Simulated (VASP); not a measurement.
Crystal: BAs.

```
As B
1.0
     0.00000    2.38850    2.38850
     2.38850    0.00000    2.38850
     2.38850    2.38850    0.00000
As B
1 1
Direct
  0.75000 0.75000 0.75000
  0.00000 0.00000 0.00000
```

```yaml
Program: VASP 6.6.1
Task: relaxation of cell and atoms
Functional: RPBE
Dispersion: D3(BJ)
Potentials_or_basis: VASP PAW PBE potentials, release 64 (As, B)
Cutoff: 600 eV
k_mesh: 10 × 10 × 10
Occupations: fermi-dirac, width 0.05 eV
Spin: no spin polarisation
```

At the start: pressure -12.7 GPa; volume 13.63 Å³/atom.

Question: Where does the relaxation end?

Answer: Over 6 steps the energy falls by 54.0 meV/atom and the volume is 12.38 Å³/atom (-9.2 %); space group F-43m (No. 216, to 0.05 Å).

Step by step:
| step | energy change (eV) | largest force (eV/Å) | pressure (GPa) | volume (Å³) |
| --- | --- | --- | --- | --- |
| 1 | 0.0000 | 0.0000 | -12.71 | 27.25 |
| 2 | -0.0533 | 0.0000 | 12.00 | 23.21 |
| 3 | -0.1080 | 0.0000 | -0.07 | 24.77 |
| 4 | -0.1080 | 0.0000 | 0.24 | 24.72 |
| 5 | -0.1080 | 0.0000 | -0.15 | 24.78 |
| 6 | -0.1080 | 0.0000 | 0.01 | 24.75 |

Final structure:
```
CELL_PARAMETERS angstrom
0.00000 2.31314 2.31314
2.31314 0.00000 2.31314
2.31314 2.31314 0.00000
ATOMIC_POSITIONS crystal
As 0.75000 0.75000 0.75000
B 0.00000 0.00000 0.00000
```

Caveat: the PAW data sets were made with another functional, which shifts forces and pressure a little.
